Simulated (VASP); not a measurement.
# BaO (Fm-3m) in VASP: notebook

Runs on BaO. Level: PBE. Tasks: single point.

Program: VASP 6.6.1. These are calculated values, not measurements. Logs are shortened: lines on timing, memory, paths and dates and some standing lists are left out, and cuts for length are marked.

## (1) The cell of the first run

Symmetry: Fm-3m, No. 225, cubic system. The conventional cell has a = 5.426 Å, b = 5.426 Å, c = 5.426 Å, α = 90.00°, β = 90.00°, γ = 90.00°. Ba (site symmetry m-3m) has 6 O at 2.71 Å within 3.6 Å. Within 3.6 Å of O (site symmetry m-3m) lie 6 Ba at 2.71 Å.

## (2) Single point, PBE

INCAR reads:

```
SYSTEM = BaO
PREC = Accurate
ENCUT = 600
EDIFF = 1E-6
ISMEAR = 0
SIGMA = 0.01
LREAL = .FALSE.
LASPH = .TRUE.
NELM = 120
ALGO = Normal
ISIF = 2
LWAVE = .FALSE.
LCHARG = .TRUE.
GGA = PE
LELF = .TRUE.
LVHAR = .TRUE.
NBANDS = 15
GGA_COMPAT = .FALSE.
```

KPOINTS reads:

```
Automatic mesh
0
G
  6 6 6
  0 0 0
```

POSCAR reads:

```
BaO
1.0
    0.0000000000      2.7128332818      2.7128332818
    2.7128332818      0.0000000000      2.7128332818
    2.7128332818      2.7128332818      0.0000000000
Ba O
1 1
Direct
    0.0000000000      0.0000000000      0.0000000000
    0.5000000000      0.5000000000      0.5000000000
```

Potentials or basis: VASP PAW PBE potentials, release 64 (Ba_sv, O).

Launch:

```
> cat potpaw_PBE.64/Ba_sv/POTCAR potpaw_PBE.64/O/POTCAR > POTCAR
> mpirun -np 1 vasp_std > vasp.out
```

OUTCAR:

```text
SYSTEM = BaO
   PREC = Accurate
   ENCUT = 600
   EDIFF = 1E-6
   ISMEAR = 0
   LREAL = .FALSE.
   LASPH = .TRUE.
   NELM = 120
   ISIF = 2
   GGA = PE

 ion  position               nearest neighbor table
   1  0.000  0.000  0.000-   2 2.71   2 2.71   2 2.71   2 2.71   2 2.71   2 2.71
   2  0.500  0.500  0.500-   1 2.71   1 2.71   1 2.71   1 2.71   1 2.71   1 2.71

  LATTYP: Found a face centered cubic cell.
 ALAT       =     5.4256665636

  Lattice vectors:

 A1 = (   0.0000000000,   2.7128332818,   2.7128332818)
 A2 = (   2.7128332818,   0.0000000000,   2.7128332818)
 A3 = (   2.7128332818,   2.7128332818,   0.0000000000)

Analysis of symmetry for initial positions (statically):
=====================================================================
 Subroutine PRICEL returns:
 Original cell was already a primitive cell.

 Routine SETGRP: Setting up the symmetry group for a
 face centered cubic supercell.

 Subroutine GETGRP returns: Found 48 space group operations
 (whereof 48 operations were pure point group operations)
 out of a pool of 48 trial point group operations.

The static configuration has the point symmetry O_h .

Analysis of symmetry for dynamics (positions and initial velocities):
=====================================================================
 Subroutine PRICEL returns:
 Original cell was already a primitive cell.

 Routine SETGRP: Setting up the symmetry group for a
 face centered cubic supercell.

 Subroutine GETGRP returns: Found 48 space group operations
 (whereof 48 operations were pure point group operations)
 out of a pool of 48 trial point group operations.

The dynamic configuration has the point symmetry O_h .

 Subroutine INISYM returns: Found 48 space group operations
 (whereof 48 operations are pure point group operations),
 and found     1 'primitive' translations

----------------------------------------------------------------------------------------

                                     Primitive cell

  volume of cell :      39.9300

  direct lattice vectors                    reciprocal lattice vectors
     0.000000000  2.712833282  2.712833282    -0.184309151  0.184309151  0.184309151
     2.712833282  0.000000000  2.712833282     0.184309151 -0.184309151  0.184309151
     2.712833282  2.712833282  0.000000000     0.184309151  0.184309151 -0.184309151

  length of vectors
     3.836525620  3.836525620  3.836525620     0.319232814  0.319232814  0.319232814

  position of ions in fractional coordinates (direct lattice)
     0.000000000  0.000000000  0.000000000
     0.500000000  0.500000000  0.500000000

  ion indices of the primitive-cell ions
[... 79 lines left out ...]
   EMIN   =  10.00;   EMAX   =-10.00  energy-range for DOS
   EFERMI =   0.00;   METHOD = LEGACY
   ISMEAR =     0;   SIGMA  =   0.01  broadening in eV -4-tet -1-fermi 0-gaus
   EFERMI_NEDOS =   21; number of points for ismear=-14 and -15
   IALGO  =     38    algorithm
   IMIX   =      4    mixing-type and parameters
     AMIX     =   0.40;   BMIX     =  1.00
     AMIX_MAG =   1.60;   BMIX_MAG =  1.00
  volume/ion in A,a.u.               =      19.97       134.73
  Fermi-wavevector in a.u.,A,eV,Ry     =   1.206929  2.280765 19.819302  1.456678
  Thomas-Fermi vector in A             =   2.342582
   LORBIT       =      0    0 simple, 1 ext, 2 COOP (PROOUT), +10 PAW based schemes
   GGA     = PE    functional components
   LHFCALC =     F    Hartree Fock is set to
   AEXX    =    0.0000 exact exchange contribution
   IVDW    =     0    specifies the selected vdW correction
   LEPSILON=     F    determine dielectric tensor
   LRPA    =     F    only Hartree local field effects (RPA)
 non-spin polarized calculation
 Gauss-broadening in eV      SIGMA  =   0.01
  energy-cutoff  :      600.00
  volume of cell :       39.93
 maximum number of plane-waves:      1363
 NGX is ok and might be reduce to    32
   NGX = 15   NGY = 15   NGZ = 15

 number of electron      15.9999999 magnetization

 Free energy of the ion-electron system (eV)
  ---------------------------------------------------
  ext. energy  EPLUGINS =         0.00000000
  ---------------------------------------------------
  free energy    TOTEN  =       -11.70042339 eV

  energy without entropy =      -11.70042339  energy(sigma->0) =      -11.70042339

 E-fermi :   2.4869     XC(G=0):  -9.9096

 val. band max:        2.3396571696   @ k =   0.5000   0.5000   0.0000
 cond. band min:       4.0786447075   @ k =   0.5000   0.5000   0.0000
 fundamental gap:      1.7389875379
 Fermi energy:         2.4868708376

 k-point     1 :       0.0000    0.0000    0.0000
  band No.  band energies     occupation
      1     -23.6127      2.00000
      2     -12.8766      2.00000
      3      -7.9889      2.00000
      4      -7.9889      2.00000
      5      -7.9889      2.00000
      6       1.8206      2.00000
      7       1.8206      2.00000
      8       1.8206      2.00000
      9       6.1470      0.00000
     10       6.9624      0.00000
     11       6.9624      0.00000
     12       6.9624      0.00000
     13       9.3897      0.00000
     14       9.3897      0.00000
[... 257 lines left out ...]
      2     -13.3078      2.00000
      3      -9.5116      2.00000
      4      -8.9849      2.00000
      5      -8.2165      2.00000
      6       1.0563      2.00000
      7       2.0234      2.00000
      8       2.1966      2.00000
      9       5.4775      0.00000
     10       8.6302      0.00000
     11       9.2640      0.00000
     12      12.2132      0.00000
     13      12.4492      0.00000
     14      14.9656      0.00000
     15      15.1937      0.00000

------------------------ aborting loop because EDIFF is reached ----------------------------------------

  FORCE on cell =-STRESS in cart. coord.  units (eV):
  Direction    XX          YY          ZZ          XY          YZ          ZX
  --------------------------------------------------------------------------------------
  -------------------------------------------------------------------------------------
  Total        2.1993255      2.1993255      2.1993255     -0.0000000     -0.0000000      0.0000000
  in kB       88.2471673     88.2471673     88.2471673     -0.0000000     -0.0000000      0.0000000
  external PRESSURE =      88.2471673 kB  Pullay stress =       0.0000000 kB

 VOLUME and BASIS-vectors are now :
 -----------------------------------------------------------------------------
  energy-cutoff  :      600.00
  volume of cell :       39.93
      direct lattice vectors                 reciprocal lattice vectors
     0.000000000  2.712833282  2.712833282    -0.184309151  0.184309151  0.184309151
     2.712833282  0.000000000  2.712833282     0.184309151 -0.184309151  0.184309151
     2.712833282  2.712833282  0.000000000     0.184309151  0.184309151 -0.184309151

 POSITION                                       TOTAL-FORCE (eV/Angst)
 -----------------------------------------------------------------------------------
      0.00000      0.00000      0.00000        -0.000000     -0.000000     -0.000000
      2.71283      2.71283      2.71283         0.000000      0.000000      0.000000
 -----------------------------------------------------------------------------------
    total drift:                                0.000000     -0.000000      0.000000

  FREE ENERGIE OF THE ION-ELECTRON SYSTEM (eV)
  ---------------------------------------------------
  free  energy   TOTEN  =       -11.7004233881 eV

  energy  without entropy=      -11.7004233881  energy(sigma->0) =      -11.70042339
```

It took 5.4 s on 1 thread of Intel Xeon 6975P-C (Granite Rapids), shared host; peak memory 0.17 GiB.

What came out:

| Property | Result |
| --- | --- |
| Free energy | -11.7004 eV |
| Pressure | 8.8 GPa |
| Band gap on the k mesh | 1.74 eV, direct |

Levels at points of the mesh, in eV from the valence-band top:
| k point | band 5 | band 6 | band 7 | band 8 | band 9 | band 10 | band 11 | band 12 |
| --- | --- | --- | --- | --- | --- | --- | --- | --- |
| (0.00, 0.00, 0.00) | -10.33 | -0.52 | -0.52 | -0.52 | 3.81 | 4.62 | 4.62 | 4.62 |
| (0.50, 0.00, 0.00) | -10.46 | -2.26 | -1.78 | -1.78 | 4.97 | 7.32 | 7.32 | 8.51 |
| (0.50, 0.50, 0.00) | -11.03 | -0.26 | -0.26 | 0.00 | 1.74 | 6.21 | 9.15 | 9.78 |

Caveat: spin-orbit coupling is left out, which moves the levels of the heavy elements.

## (3) Single point, PBE

This run uses another cell than the first one, of 21.63 Å³/atom, 1.083 times its volume.

INCAR reads:

```
  ALGO = Normal
  EDIFF = 1E-6
  ENCUT = 600
  GGA = PE
  GGA_COMPAT = False
  ISIF = 2
  ISMEAR = 0
  LASPH = True
  LCHARG = False
  LREAL = False
  LWAVE = False
  NBANDS = 15
  NELM = 120
  PREC = Accurate
  SIGMA = 0.01
```

KPOINTS reads:

```
k-points
0
Gamma
  6 6 6
```

POSCAR reads:

```
BaO
1.0
    0.0000000000      2.7861883605      2.7861883605
    2.7861883605      0.0000000000      2.7861883605
    2.7861883605      2.7861883605      0.0000000000
Ba O
1 1
Direct
    0.0000000000      0.0000000000      0.0000000000
    0.5000000000      0.5000000000      0.5000000000
```

Potentials or basis: VASP PAW PBE potentials, release 64 (Ba_sv, O).

Launch:

```
> cat potpaw_PBE.64/Ba_sv/POTCAR potpaw_PBE.64/O/POTCAR > POTCAR
> mpirun -np 1 vasp_std > vasp.out
```

Run time: 5.3 s. Hardware: 1 thread of Intel Xeon 6975P-C (Granite Rapids), shared host; peak memory 0.17 GiB.

The run converged. Its results:

```yaml
Free_energy: -11.8061 eV
Pressure: 1.6 GPa
Band_gap_on_the_k_mesh: 2.04 eV, direct
```

Levels at points of the mesh, in eV from the valence-band top:
```csv
k point,band 5,band 6,band 7,band 8,band 9,band 10,band 11,band 12
"(0.00, 0.00, 0.00)",-10.46,-0.30,-0.30,-0.30,3.47,4.69,4.69,4.69
"(0.50, 0.00, 0.00)",-10.57,-1.93,-1.40,-1.40,4.91,7.10,7.10,8.09
"(0.50, 0.50, 0.00)",-11.01,-0.13,-0.13,0.00,2.04,5.90,8.81,9.28
```

Caveat: spin-orbit coupling is left out, which moves the levels of the heavy elements. Expect the measured gap to be larger: semilocal functionals such as PBE lack the derivative discontinuity.

## (4) Single point, PBE

This run uses another cell than the first one, of 22.46 Å³/atom, 1.125 times its volume.

INCAR reads:

```
  PREC = Accurate
  ENCUT = 600
  EDIFF = 1E-6
  ISMEAR = 0
  SIGMA = 0.01
  LREAL = False
  LASPH = True
  NELM = 120
  ALGO = Normal
  ISIF = 2
  LWAVE = False
  LCHARG = False
  GGA = PE
  NBANDS = 15
  GGA_COMPAT = False
```

KPOINTS reads:

```
Automatic mesh
0
Gamma
  6 6 6
```

POSCAR reads:

```
BaO
1.0
    0.0000000000      2.8214603120      2.8214603120
    2.8214603120      0.0000000000      2.8214603120
    2.8214603120      2.8214603120      0.0000000000
Ba O
1 1
Direct
    0.0000000000      0.0000000000      0.0000000000
    0.5000000000      0.5000000000      0.5000000000
```

Potentials or basis: VASP PAW PBE potentials, release 64 (Ba_sv, O).

Launch:

```
> cat potpaw_PBE.64/Ba_sv/POTCAR potpaw_PBE.64/O/POTCAR > POTCAR
> mpirun -np 1 vasp_std > vasp.out
```

OUTCAR:

```text
PREC = Accurate
   ENCUT = 600
   EDIFF = 1E-6
   ISMEAR = 0
   LREAL = False
   LASPH = True
   NELM = 120
   ISIF = 2
   GGA = PE

 ion  position               nearest neighbor table
   1  0.000  0.000  0.000-   2 2.82   2 2.82   2 2.82   2 2.82   2 2.82   2 2.82
   2  0.500  0.500  0.500-   1 2.82   1 2.82   1 2.82   1 2.82   1 2.82   1 2.82

  LATTYP: Found a face centered cubic cell.
 ALAT       =     5.6429206240

  Lattice vectors:

 A1 = (   0.0000000000,   2.8214603120,   2.8214603120)
[... 463 lines left out ...]
------------------------ aborting loop because EDIFF is reached ----------------------------------------

  FORCE on cell =-STRESS in cart. coord.  units (eV):
  Direction    XX          YY          ZZ          XY          YZ          ZX
  --------------------------------------------------------------------------------------
  -------------------------------------------------------------------------------------
  Total       -0.2942385     -0.2942385     -0.2942385     -0.0000000     -0.0000000      0.0000000
  in kB      -10.4944157    -10.4944157    -10.4944157     -0.0000000     -0.0000000      0.0000000
  external PRESSURE =     -10.4944157 kB  Pullay stress =       0.0000000 kB

 VOLUME and BASIS-vectors are now :
 -----------------------------------------------------------------------------
  energy-cutoff  :      600.00
  volume of cell :       44.92
      direct lattice vectors                 reciprocal lattice vectors
     0.000000000  2.821460312  2.821460312    -0.177213196  0.177213196  0.177213196
     2.821460312  0.000000000  2.821460312     0.177213196 -0.177213196  0.177213196
     2.821460312  2.821460312  0.000000000     0.177213196  0.177213196 -0.177213196

 POSITION                                       TOTAL-FORCE (eV/Angst)
 -----------------------------------------------------------------------------------
      0.00000      0.00000      0.00000         0.000000      0.000000      0.000000
      2.82146      2.82146      2.82146        -0.000000     -0.000000     -0.000000
 -----------------------------------------------------------------------------------
    total drift:                                0.000000     -0.000000      0.000000

  FREE ENERGIE OF THE ION-ELECTRON SYSTEM (eV)
  ---------------------------------------------------
  free  energy   TOTEN  =       -11.8097433313 eV

  energy  without entropy=      -11.8097433313  energy(sigma->0) =      -11.80974333
```

OSZICAR:

```text
N       E                     dE             d eps       ncg     rms          rms(c)
DAV:   1     0.839704702070E+02    0.83970E+02   -0.84100E+03   480   0.110E+03
DAV:   2    -0.101142003611E+02   -0.94085E+02   -0.82508E+02   684   0.207E+02
DAV:   3    -0.143633072899E+02   -0.42491E+01   -0.42243E+01   603   0.450E+01
DAV:   4    -0.144138938061E+02   -0.50587E-01   -0.50580E-01   579   0.470E+00
DAV:   5    -0.144149175139E+02   -0.10237E-02   -0.10233E-02   585   0.550E-01    0.936E+00
DAV:   6    -0.120968701723E+02    0.23180E+01   -0.90458E+00   494   0.212E+01    0.623E+00
DAV:   7    -0.118350007359E+02    0.26187E+00   -0.72293E-01   530   0.648E+00    0.206E+00
DAV:   8    -0.118107419493E+02    0.24259E-01   -0.11752E-01   571   0.343E+00    0.576E-01
DAV:   9    -0.118083273943E+02    0.24146E-02   -0.11664E-02   578   0.101E+00    0.172E-01
DAV:  10    -0.118097562591E+02   -0.14289E-02   -0.31602E-03   494   0.449E-01    0.496E-02
DAV:  11    -0.118097364454E+02    0.19814E-04   -0.17100E-04   613   0.104E-01    0.299E-02
DAV:  12    -0.118097442438E+02   -0.77985E-05   -0.24650E-05   522   0.440E-02    0.589E-03
DAV:  13    -0.118097433313E+02    0.91251E-06   -0.24315E-06   620   0.136E-02
   1 F= -.11809743E+02 E0= -.11809743E+02  d E =-.670717E-65
```

stdout:

```text
POSCAR found type information on POSCAR BaO
 POSCAR found :  2 types and       2 ions
 scaLAPACK will be used
 LDA part: xc-table for (Slater+PW92), standard interpolation
 POSCAR, INCAR and KPOINTS ok, starting setup
 FFT: planning ... GRIDC
 FFT: planning ... GRID_SOFT
 FFT: planning ... GRID
 WAVECAR not read
 entering main loop
```

Wall time 5.1 s (1 thread of Intel Xeon 6975P-C (Granite Rapids), shared host); peak memory 0.18 GiB.

What came out:

- Free energy: -11.8097 eV
- Pressure: -1.0 GPa
- Band gap on the k mesh: 2.15 eV, direct

Levels at points of the mesh, in eV from the valence-band top:
```
           k point  band 4  band 5  band 6  band 7  band 8  band 9  band 10  band 11  band 12  band 13
(0.00, 0.00, 0.00)  -10.54  -10.54   -0.20   -0.20   -0.20    3.32     4.71     4.71     4.71     6.83
(0.50, 0.00, 0.00)  -10.64  -10.64   -1.78   -1.24   -1.24    4.86     6.99     6.99     7.88    10.08
(0.50, 0.50, 0.00)  -11.03  -11.03   -0.08   -0.08    0.00    2.15     5.76     8.64     9.05     9.39
```

Caveat: spin-orbit coupling is left out, which moves the levels of the heavy elements. Expect the measured gap to be larger: semilocal functionals such as PBE lack the derivative discontinuity.

(Continued in part 2 of 2.)
